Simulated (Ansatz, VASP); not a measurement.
Given: the input of a run of VASP 6.6.1 on O.

The input INCAR:

```
SYSTEM = O
PREC = Accurate
ENCUT = 520
EDIFF = 1E-7
ISMEAR = -1
SIGMA = 0.05
LREAL = .FALSE.
LASPH = .TRUE.
NELM = 60
ALGO = Normal
ISIF = 2
LWAVE = .FALSE.
LCHARG = .FALSE.
GGA = PE
NBANDS = 13
```

File KPOINTS:

```
regular mesh
0
G
  10 10 7
  0 0 0
```

File POSCAR:

```
O
1.0
    2.8514028533     -1.6624159400      0.0000000000
    2.8514028533      1.6624159400      0.0000000000
   -2.3944914034      0.0000000000      3.6470501824
O
2
Direct
    0.9745461700      0.9745461700      0.8444259800
    0.0254538300      0.0254538300      0.1555740200
```

Potentials or basis: VASP PAW PBE potentials, release 64 (O).

Launch:

```sh
$ cat potpaw_PBE.64/O/POTCAR > POTCAR
$ mpirun -np 1 vasp_std > vasp.out
```

Task: Set up the same calculation for Ansatz 0.2.0. Potentials there: Ansatz PAW.

Result: As run (the cutoff follows the program's own potentials):

Contents of input.yaml:

```yaml
crystal:
  lattice:
    - [2.8514028533, -1.66241594, 0.0]
    - [2.8514028533, 1.66241594, 0.0]
    - [-2.3944914034, 0.0, 3.6470501824]
  atoms:
    - { symbol: O, position: [0.97454617, 0.97454617, 0.84442598] }
    - { symbol: O, position: [0.02545383, 0.02545383, 0.15557402] }
hamiltonian:
  xc: pbe
  pseudopotentials: { kind: paw }
kpoints:
  mp_grid: { grid: [10, 10, 7] }
scf:
  occupations: { method: fermi_dirac, width: 0.05 }
output:
  forces: true
  stress: true
  eigenvalues: true
```

Potentials or basis: Ansatz PAW.

The run is started by

```console
$ ansatz run input.yaml --threads 2 --pin off --max-ram 5120MiB --backend cpu --events-out ev --progress --plain --runs-dir out
```

Both were run:

|  | VASP | Ansatz | Ansatz less VASP |
| --- | --- | --- | --- |
| gap on the k mesh at the Fermi level (eV) | none | none | - |
| pressure (GPa) | -0.2 | -2.1 | -1.85 |
| traceless stress, the component that is largest in VASP (GPa) | -2.99 | -0.92 | +2.072 |
| rms of the force components (eV/Å) | 0.494 | 0.185 | -0.3085 |

Atom by atom the forces differ by 0.644 eV/Å (rms over components). A gap of «none» marks a metal or a gap that the smearing closes. With one functional, cell and mesh, what is left measures potentials, basis and numerics.

Noted on VASP's run: the standard files for N, O and F lose accuracy on very short bonds; spin is off for a triplet molecule. Noted on Ansatz's run: spin is off for a triplet molecule.
